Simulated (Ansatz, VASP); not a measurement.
## Al4GeRu: VASP beside Ansatz

```
CELL_PARAMETERS angstrom
4.58823 0.00000 0.00000
-2.29411 3.97352 0.00000
0.00000 0.00000 10.46519
ATOMIC_POSITIONS crystal
Al 0.33333 0.66667 0.12693
Al 0.33333 0.66667 0.62693
Al 0.33333 0.66667 0.37307
Al 0.33333 0.66667 0.87307
Al 0.66667 0.33333 0.37307
Al 0.66667 0.33333 0.87307
Al 0.66667 0.33333 0.12693
Al 0.66667 0.33333 0.62693
Ge 0.00000 0.00000 0.00000
Ge 0.00000 0.00000 0.50000
Ru 0.00000 0.00000 0.25000
Ru 0.00000 0.00000 0.75000
```

Alike in both runs: task single point; functional PBE; k mesh 6 × 6 × 2; occupations gaussian, width 0.2 eV; no spin polarisation.

```csv
,VASP,Ansatz
version,VASP 6.6.1,Ansatz 0.2.0
potentials or method,"VASP PAW PBE potentials, release 64 (Al, Ge_d, Ru_pv), cutoff 520 eV","scalar-relativistic, plane waves, PAW"
valence electrons in the cell,80,84
```

|  | VASP | Ansatz | Ansatz less VASP |
| --- | --- | --- | --- |
| gap on the k mesh at the Fermi level (eV) | none | none | - |
| pressure (GPa) | 0.0 | 0.0 | 0.00 |
| traceless stress, the component that is largest in VASP (GPa) | -1.44 | -1.48 | -0.044 |
| rms of the force components (eV/Å) | 0.022 | 0.022 | -0.0002 |

Atom by atom the forces differ by 0.000 eV/Å (rms over components). A gap of «none» marks a metal or a gap that the smearing closes. With one functional, cell and mesh, what is left measures potentials, basis and numerics. VASP's potentials hold 80 valence electrons a cell and Ansatz's 84, so a difference there can come from the potentials and not from the codes.
